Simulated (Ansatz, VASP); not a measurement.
Te in VASP and in Ansatz

File INCAR:

```
SYSTEM = Te
ALGO = Normal
EDIFF = 1E-6
ENCUT = 500
GGA = LIBXC
GGA_COMPAT = .False.
ISIF = 2
ISMEAR = 0
ISPIN = 2
LASPH = .True.
LCHARG = .False.
LIBXC1 = GGA_X_PBE_SOL
LIBXC2 = GGA_C_PBE
LORBIT = 11
LREAL = .False.
LWAVE = .False.
MAGMOM = 1
NBANDS = 13
NELM = 200
NUPDOWN = 1.0
PREC = Accurate
SIGMA = 0.05
```

Contents of KPOINTS:

```
k-points
0
Gamma
  9 9 9
  0 0 0
```

File POSCAR:

```
Te
1.0
    2.3362486691      1.3488337980      1.7132056465
   -2.3362486691      1.3488337980      1.7132056465
    0.0000000000     -2.6976675961      1.7132056465
Te
1
Direct
    0.5000000000      0.5000000000      0.5000000000
```

The input input.yaml:

```yaml
crystal:
  lattice:
    - [2.3362486691, 1.348833798, 1.7132056465]
    - [-2.3362486691, 1.348833798, 1.7132056465]
    - [0.0, -2.6976675961, 1.7132056465]
  atoms:
    - { symbol: Te, position: [0.5, 0.5, 0.5], spin: 1.0 }
kpoints:
  mp_grid: { grid: [9, 9, 9] }
scf:
  occupations: { method: gaussian, width: 0.05 }
hamiltonian:
  xc: { exchange: pbesol, correlation: pbe }
  pseudopotentials:
    kind: all_electron
    lapw: { basis_error: 0.001 }
    dirac_shells: { Te: ["3p", "3d"] }
magnetization:
  spin_polarized: true
  initial_magnetization: 1.0
  spin_locking: { lock_magnetization: hard }
output:
  forces: true
  stress: true
  eigenvalues: true
```

Change from the starting cell: volume scaled by 1.04.

Alike in both runs: task single point; functional pbesol exchange, pbe correlation; k mesh 9 × 9 × 9; occupations gaussian, width 0.05 eV; collinear spin; fixed moment 1 μB.

```csv
,VASP,Ansatz
version,VASP 6.6.1,Ansatz 0.2.0
potentials or method,"VASP PAW PBE potentials, release 64 (Te), cutoff 500 eV","all-electron LAPW, inner shells corrected to Dirac's equation"
```

|  | VASP | Ansatz | Ansatz less VASP |
| --- | --- | --- | --- |
| pressure (GPa) | 1.4 | 1.4 | +0.01 |
| traceless stress, the component that is largest in VASP (GPa) | -0.36 | -0.36 | +0.004 |
| size of the moment on the site where the two differ most (μB) | 0.58 | 0.83 | +0.255 |

VASP's potentials were made for PBE, not for pbesol exchange, pbe correlation. Site moments also hang on the region over which each program counts them. Ansatz ran all-electron here, and VASP with PAW potentials.

Neither program's run includes spin-orbit coupling.
